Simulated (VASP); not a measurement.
# KF (Carobbiite) (Fm-3m) in VASP: a series of runs, part 3 of 3

VASP 6.6.1.

### 5 Single point, PBE (volume scaled by 1.06)

Contents of INCAR:

```
PREC = Accurate
ENCUT = 520
EDIFF = 1E-6
ISMEAR = 0
SIGMA = 0.02
LREAL = False
LASPH = True
NELM = 60
ALGO = Normal
ISIF = 2
LWAVE = False
LCHARG = False
GGA = PE
NBANDS = 15
```

Contents of KPOINTS:

```
regular mesh
0
Gamma
  8 8 8
```

Contents of POSCAR:

```
KF
1.0
    0.0000000000      2.7625047527      2.7625047527
    2.7625047527      0.0000000000      2.7625047527
    2.7625047527      2.7625047527      0.0000000000
K F
1 1
Direct
    0.0000000000      0.0000000000      0.0000000000
    0.5000000000      0.5000000000      0.5000000000
```

Potentials or basis: VASP PAW PBE potentials, release 64 (K_sv, F).

Launch:

```sh
> cat potpaw_PBE.64/K_sv/POTCAR potpaw_PBE.64/F/POTCAR > POTCAR
> mpirun -np 1 vasp_std > vasp.out
```

OUTCAR:

```text
PREC = Accurate
   ENCUT = 520
   EDIFF = 1E-6
   ISMEAR = 0
   LREAL = False
   LASPH = True
   NELM = 60
   ISIF = 2
   GGA = PE

 ion  position               nearest neighbor table
   1  0.000  0.000  0.000-   2 2.76   2 2.76   2 2.76   2 2.76   2 2.76   2 2.76
   2  0.500  0.500  0.500-   1 2.76   1 2.76   1 2.76   1 2.76   1 2.76   1 2.76

  LATTYP: Found a face centered cubic cell.
 ALAT       =     5.5250095054

  Lattice vectors:

 A1 = (   0.0000000000,   2.7625047527,   2.7625047527)
 A2 = (   2.7625047527,   0.0000000000,   2.7625047527)
 A3 = (   2.7625047527,   2.7625047527,   0.0000000000)

Analysis of symmetry for initial positions (statically):
=====================================================================
 Subroutine PRICEL returns:
 Original cell was already a primitive cell.

 Routine SETGRP: Setting up the symmetry group for a
 face centered cubic supercell.

 Subroutine GETGRP returns: Found 48 space group operations
 (whereof 48 operations were pure point group operations)
 out of a pool of 48 trial point group operations.

The static configuration has the point symmetry O_h .

Analysis of symmetry for dynamics (positions and initial velocities):
=====================================================================
 Subroutine PRICEL returns:
 Original cell was already a primitive cell.

 Routine SETGRP: Setting up the symmetry group for a
 face centered cubic supercell.

 Subroutine GETGRP returns: Found 48 space group operations
 (whereof 48 operations were pure point group operations)
 out of a pool of 48 trial point group operations.

The dynamic configuration has the point symmetry O_h .

 Subroutine INISYM returns: Found 48 space group operations
 (whereof 48 operations are pure point group operations),
 and found     1 'primitive' translations

----------------------------------------------------------------------------------------

                                     Primitive cell

  volume of cell :      42.1637

  direct lattice vectors                    reciprocal lattice vectors
     0.000000000  2.762504753  2.762504753    -0.180995164  0.180995164  0.180995164
     2.762504753  0.000000000  2.762504753     0.180995164 -0.180995164  0.180995164
     2.762504753  2.762504753  0.000000000     0.180995164  0.180995164 -0.180995164

  length of vectors
     3.906771687  3.906771687  3.906771687     0.313492819  0.313492819  0.313492819

  position of ions in fractional coordinates (direct lattice)
     0.000000000  0.000000000  0.000000000
     0.500000000  0.500000000  0.500000000

  ion indices of the primitive-cell ions
   primitive index   ion index
                 1           1
                 2           2

----------------------------------------------------------------------------------------

 KPOINTS: regular mesh

Automatic generation of k-mesh.
 Grid dimensions read from file:
 generate k-points for:    8    8    8

 Generating k-lattice:

  Cartesian coordinates                     Fractional coordinates (reciprocal lattice)
    -0.022624395  0.022624395  0.022624395     0.125000000  0.000000000  0.000000000
     0.022624395 -0.022624395  0.022624395     0.000000000  0.125000000  0.000000000
     0.022624395  0.022624395 -0.022624395     0.000000000  0.000000000  0.125000000

  Length of vectors
     0.039186602  0.039186602  0.039186602

  Shift w.r.t. Gamma in fractional coordinates (k-lattice)
[... 39 lines left out ...]
   ions per type =               1   1
   NGX,Y,Z   is equivalent  to a cutoff of  12.77, 12.77, 12.77 a.u.
   NGXF,Y,Z  is equivalent  to a cutoff of  25.53, 25.53, 25.53 a.u.
 SYSTEM =  unknown system
   PREC   = accura    normal or accurate (medium, high low for compatibility)
   ISTART =      0    job   : 0-new  1-cont  2-samecut
   ICHARG =      2    charge: 1-file 2-atom 10-const
   ISPIN  =      1    spin polarized calculation?
   LNONCOLLINEAR =      F non collinear calculations
   LSORBIT =      F    spin-orbit coupling
   LASPH  =      T    aspherical Exc in radial PAW
   ENCUT  =  520.0 eV  38.22 Ry    6.18 a.u.   7.26  7.26  7.26*2*pi/ulx,y,z
   NELM   =     60;   NELMIN=  2; NELMDL= -5     # of ELM steps
   EDIFF  = 0.1E-05   stopping-criterion for ELM
   LREAL  =      F    real-space projection
   EDIFFG = 0.1E-04   stopping-criterion for IOM
   NSW    =      0    number of steps for IOM
   IBRION =     -1    ionic relax: 0-MD 1-quasi-New 2-CG
   NFREE  =      0    steps in history (QN), initial steepest desc. (CG)
   ISIF   =      2    stress and relaxation
   ISYM   =      2    0-nonsym 1-usesym 2-fastsym
   POTIM  = 0.5000    time-step for ionic-motion
   TEBEG  =    0.0;   TEEND  =   0.0 temperature during run
   PSTRESS=    0.0 pullay stress
   NELECT =      16.0000    total number of electrons
   NUPDOWN=      -1.0000    fix difference up-down
   EMIN   =  10.00;   EMAX   =-10.00  energy-range for DOS
   EFERMI =   0.00;   METHOD = LEGACY
   ISMEAR =     0;   SIGMA  =   0.02  broadening in eV -4-tet -1-fermi 0-gaus
   EFERMI_NEDOS =   21; number of points for ismear=-14 and -15
   IALGO  =     38    algorithm
   IMIX   =      4    mixing-type and parameters
     AMIX     =   0.40;   BMIX     =  1.00
     AMIX_MAG =   1.60;   BMIX_MAG =  1.00
  volume/ion in A,a.u.               =      21.08       142.27
  Fermi-wavevector in a.u.,A,eV,Ry     =   1.185228  2.239756 19.112984  1.404765
  Thomas-Fermi vector in A             =   2.321426
   LORBIT       =      0    0 simple, 1 ext, 2 COOP (PROOUT), +10 PAW based schemes
   GGA     = PE    functional components
   LHFCALC =     F    Hartree Fock is set to
   AEXX    =    0.0000 exact exchange contribution
   IVDW    =     0    specifies the selected vdW correction
   LEPSILON=     F    determine dielectric tensor
   LRPA    =     F    only Hartree local field effects (RPA)
 non-spin polarized calculation
 Gauss-broadening in eV      SIGMA  =   0.02
  energy-cutoff  :      520.00
  volume of cell :       42.16
 maximum number of plane-waves:      1158
 NGX is ok and might be reduce to    30
   NGX = 15   NGY = 15   NGZ = 15

 number of electron      15.9999997 magnetization

 Free energy of the ion-electron system (eV)
  ---------------------------------------------------
  ext. energy  EPLUGINS =         0.00000000
  ---------------------------------------------------
  free energy    TOTEN  =        -8.29071769 eV

  energy without entropy =       -8.29071769  energy(sigma->0) =       -8.29071769

 E-fermi :  -2.8402     XC(G=0):  -7.9609

 val. band max:       -3.0473903978   @ k =   0.0000   0.0000   0.0000
 cond. band min:       2.6229789183   @ k =   0.0000   0.0000   0.0000
 fundamental gap:      5.6703693160
 Fermi energy:        -2.8402060916

 k-point     1 :       0.0000    0.0000    0.0000
  band No.  band energies     occupation
      1     -29.4792      2.00000
      2     -21.6512      2.00000
      3     -12.7907      2.00000
      4     -12.7907      2.00000
      5     -12.7907      2.00000
      6      -3.0474      2.00000
      7      -3.0474      2.00000
      8      -3.0474      2.00000
      9       2.6230      0.00000
     10       7.3423      0.00000
     11       7.3423      0.00000
     12       7.3423      0.00000
     13       8.8863      0.00000
     14       8.8863      0.00000
[... 401 lines left out ...]
      2     -21.6825      2.00000
      3     -13.0338      2.00000
      4     -12.9477      2.00000
      5     -12.8492      2.00000
      6      -3.5503      2.00000
      7      -3.2815      2.00000
      8      -3.2761      2.00000
      9       5.9451      0.00000
     10       6.5475      0.00000
     11       8.0786      0.00000
     12       9.1434      0.00000
     13      10.2681      0.00000
     14      11.1823      0.00000
     15      11.2312      0.00000

 [... further k-points ...]

------------------------ aborting loop because EDIFF is reached ----------------------------------------

  FORCE on cell =-STRESS in cart. coord.  units (eV):
  Direction    XX          YY          ZZ          XY          YZ          ZX
  --------------------------------------------------------------------------------------
  -------------------------------------------------------------------------------------
  Total       -0.3851609     -0.3851609     -0.3851609     -0.0000000     -0.0000000      0.0000000
  in kB      -14.6357075    -14.6357075    -14.6357075     -0.0000000     -0.0000000      0.0000000
  external PRESSURE =     -14.6357075 kB  Pullay stress =       0.0000000 kB

 VOLUME and BASIS-vectors are now :
 -----------------------------------------------------------------------------
  energy-cutoff  :      520.00
  volume of cell :       42.16
      direct lattice vectors                 reciprocal lattice vectors
     0.000000000  2.762504753  2.762504753    -0.180995164  0.180995164  0.180995164
     2.762504753  0.000000000  2.762504753     0.180995164 -0.180995164  0.180995164
     2.762504753  2.762504753  0.000000000     0.180995164  0.180995164 -0.180995164

 POSITION                                       TOTAL-FORCE (eV/Angst)
 -----------------------------------------------------------------------------------
      0.00000      0.00000      0.00000         0.000000     -0.000000      0.000000
      2.76250      2.76250      2.76250        -0.000000      0.000000     -0.000000
 -----------------------------------------------------------------------------------
    total drift:                                0.000000      0.000000      0.000000

  FREE ENERGIE OF THE ION-ELECTRON SYSTEM (eV)
  ---------------------------------------------------
  free  energy   TOTEN  =        -8.2907176864 eV

  energy  without entropy=       -8.2907176864  energy(sigma->0) =       -8.29071769
```

Run time: 27 s. Hardware: 1 thread of AMD EPYC 7R43 (Zen 3), shared host; peak memory 0.14 GiB.

Results:

```yaml
Free_energy: -8.2907 eV
Pressure: -1.5 GPa
Band_gap_on_the_k_mesh: 5.67 eV, direct
```

### 6 The runs side by side

| cell | gap on the mesh (eV) | pressure (GPa) |
| --- | --- | --- |
| a = 3.753 Å, angles 60.0°, 2 atoms | 6.27 | 2.2 |
| a = 3.832 Å, angles 60.0°, 2 atoms | 5.95 | 0.0 |
| a = 3.870 Å, angles 60.0°, 2 atoms | 5.81 | -0.8 |
| a = 3.907 Å, angles 60.0°, 2 atoms | 5.67 | -1.5 |

Alike in all rows: task single point; level PBE; potentials or basis VASP PAW PBE potentials, release 64 (K_sv, F); no spin polarisation; k mesh 8 × 8 × 8; cutoff (eV) 520; smearing gaussian 0.02 eV.

Absolute energies hang on the potentials; compare differences alone.
